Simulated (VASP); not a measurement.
FeO (Wuestite):

```
CELL_PARAMETERS angstrom
0.00000 2.15540 2.15540
2.15540 0.00000 2.15540
2.15540 2.15540 0.00000
ATOMIC_POSITIONS crystal
Fe 0.00000 0.00000 0.00000
O 0.50000 0.50000 0.50000
```

Base run:

```yaml
Program: VASP 6.6.1
Functional: PBE
Potentials_or_basis: VASP PAW PBE potentials, release 64 (Fe, O)
Cutoff: 600 eV
k_mesh: 10 × 10 × 10
Occupations: fermi-dirac, width 0.05 eV
Spin: collinear spin, ferromagnetic start
Starting_moments: "[3.17, 0.14] μB"
Fixed_moment: 3.2 μB
```

Its results: pressure -9.2 GPa; site moments Fe +3.03; O +0.12 μB.

Problem. The run is repeated on the same cell with these changes: fixed moment from 3.2 μB to 4.2 μB; moments at the start from [3.17, 0.14] to [3.88, 0.42]. What comes out?

Solution. Pressure 4.2 GPa; site moments Fe +3.72; O +0.36 μB.

Caveats: the total moment is fixed, so each spin has its own Fermi level; a cell with one magnetic atom can't hold antiferromagnetic order, which such compounds often take.
